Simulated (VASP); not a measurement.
Set up this calculation in VASP 6.6.1, as the native input.

- Task: single point
- Functional: PBE
- Potentials or basis: VASP PAW PBE potentials, release 64 (Zn)
- Cutoff: 520 eV
- k mesh: 18 × 18 × 8
- Occupations: gaussian, width 0.1 eV
- Spin: no spin polarisation
- Dipole correction: no
- Further INCAR settings: ALGO = Fast; EDIFF = 1e-06; NBANDS = 19

The structure of Zn lies in POSCAR:

```
Zn
1.0
    2.6059965657      0.0000000000      0.0000000000
   -1.3029982828      2.2568592280      0.0000000000
    0.0000000000      0.0000000000      4.7465007988
Zn
2
Direct
    0.3333333333      0.6666666667      0.2500000000
    0.6666666667      0.3333333333      0.7500000000
```

The input as run:

INCAR

```
SYSTEM = Zn
ALGO = Fast
EDIFF = 1E-6
ENCUT = 520
GGA = PE
ISIF = 2
ISMEAR = 0
LASPH = .TRUE.
LCHARG = .FALSE.
LREAL = .FALSE.
LWAVE = .FALSE.
NBANDS = 19
NELM = 100
PREC = Accurate
SIGMA = 0.1
```

KPOINTS

```
k-points
0
G
  18 18 8
  0 0 0
```

Potentials or basis: VASP PAW PBE potentials, release 64 (Zn).

Run with:

```sh
$ cat potpaw_PBE.64/Zn/POTCAR > POTCAR
$ mpirun -np 1 vasp_std > vasp.out
```

It gave:

```
Pressure               : 7.4 GPa
Band gap on the k mesh : zero (band 12 reaches 5.33 eV, above the bottom of band 13 at 1.02 eV)
```

Run time: 32 s on 1 thread of Intel(R) Xeon(R) 6975P-C (Granite Rapids), with other jobs on the host, peak memory 0.19 GiB.
